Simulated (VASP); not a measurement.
A run of VASP 6.6.1 is set up as follows.

The input INCAR:

```
SYSTEM = MgS
PREC     = Accurate       ! precision mode
ENCUT    = 600            ! plane-wave cutoff, eV
EDIFF    = 1E-6           ! SCF threshold, eV
ISMEAR   = -1             ! smearing method
SIGMA    = 0.02           ! smearing width, eV
LREAL    = .FALSE.        ! projectors in reciprocal space
LASPH    = .TRUE.         ! aspherical terms in the spheres
NELM     = 120            ! most SCF steps
ALGO     = Normal         ! electronic algorithm
ISIF     = 2              ! what is computed and relaxed
LWAVE    = .FALSE.        ! write WAVECAR
LCHARG   = .FALSE.        ! write CHGCAR
GGA      = PS             ! functional
NBANDS   = 11             ! bands
GGA_COMPAT= .FALSE.
```

Contents of KPOINTS:

```
Automatic mesh
0
Gamma
  6 6 6
  0.5 0.5 0.5
```

The input POSCAR:

```
MgS
1.0
    3.2628174072      0.0000000000      0.0000000000
    0.0000000000      3.2628174072      0.0000000000
    0.0000000000      0.0000000000      3.2628174072
Mg S
1 1
Direct
    0.0000000000      0.0000000000      0.0000000000
    0.5000000000      0.5000000000      0.5000000000
```

Potentials or basis: VASP PAW PBE potentials, release 64 (Mg, S).

Command:

```console
$ cat potpaw_PBE.64/Mg/POTCAR potpaw_PBE.64/S/POTCAR > POTCAR
$ mpirun -np 1 vasp_std > vasp.out
```

(1) Estimate the band gap on the k mesh.

(2) Predict the pressure.

Answers

(1) 0.60 eV, direct.

(2) -1.2 GPa.

Caveat: the PAW data sets were made with another functional, which shifts forces and pressure a little.
